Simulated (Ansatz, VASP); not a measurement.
One calculation of HfC, two programs

File INCAR:

```
ALGO     = Normal         # electronic algorithm
EDIFF    = 1E-6           # SCF threshold, eV
ENCUT    = 520            # plane-wave cutoff, eV
GGA      = PS             # functional
ISIF     = 2              # what is computed and relaxed
ISMEAR   = -1             # smearing method
LASPH    = True           # aspherical terms in the spheres
LCHARG   = False          # write CHGCAR
LREAL    = False          # projectors in reciprocal space
LWAVE    = False          # write WAVECAR
NBANDS   = 22             # bands
NELM     = 60             # most SCF steps
PREC     = Accurate       # precision mode
SIGMA    = 0.05           # smearing width, eV
```

File KPOINTS:

```
k-points
0
Gamma
  7 7 5
```

Contents of POSCAR:

```
HfC
1.0
    3.4765806952      0.0000000000      0.0000000000
   -1.7382903476      3.0108072003      0.0000000000
    0.0000000000      0.0000000000      5.2027140000
Hf C
2 2
Direct
    0.3333333333      0.6666666667      0.2500000000
    0.6666666667      0.3333333333      0.7500000000
    0.0000000000      0.0000000000      0.5000000000
    0.0000000000      0.0000000000      0.0000000000
```

Contents of input.yaml:

```yaml
crystal:
  lattice:
    - [3.4765806952, 0.0, 0.0]
    - [-1.7382903476, 3.0108072003, 0.0]
    - [0.0, 0.0, 5.202714]
  atoms:
    - { symbol: Hf, position: [0.3333333333, 0.6666666667, 0.25] }
    - { symbol: Hf, position: [0.6666666667, 0.3333333333, 0.75] }
    - { symbol: C, position: [0.0, 0.0, 0.5] }
    - { symbol: C, position: [0.0, 0.0, 0.0] }
hamiltonian:
  xc: pbesol
  pseudopotentials: { kind: paw }
kpoints:
  mp_grid: { grid: [7, 7, 5] }
scf:
  occupations: { method: fermi_dirac, width: 0.05 }
output:
  forces: true
  stress: true
  eigenvalues: true
```

Alike in both runs: task single point; functional PBEsol; k mesh 7 × 7 × 5; occupations fermi-dirac, width 0.05 eV; no spin polarisation.

|  | VASP | Ansatz |
| --- | --- | --- |
| version | VASP 6.6.1 | Ansatz 0.2.0 |
| potentials or method | VASP PAW PBE potentials, release 64 (Hf_pv, C) | Ansatz PAW |
| plane-wave cutoff (eV) | 520 | 420 |
| valence electrons in the cell | 28 | 60 |

Ansatz gave:

- gap on the k mesh at the Fermi level (eV): none
- pressure (GPa): -22.2
- traceless stress, the component that is largest in VASP (GPa): 6.15

What did VASP give for the same quantities?

gap on the k mesh at the Fermi level (eV): none; pressure (GPa): -22.8; traceless stress, the component that is largest in VASP (GPa): 6.15.

VASP's potentials were made for PBE, not for PBEsol. A gap of «none» marks a metal or a gap that the smearing closes. The functional is the same, so the differences come from potentials, cutoffs and numerics. VASP's potentials hold 28 valence electrons a cell and Ansatz's 60, so a difference there can come from the potentials and not from the codes.

Spin-orbit coupling is off throughout.
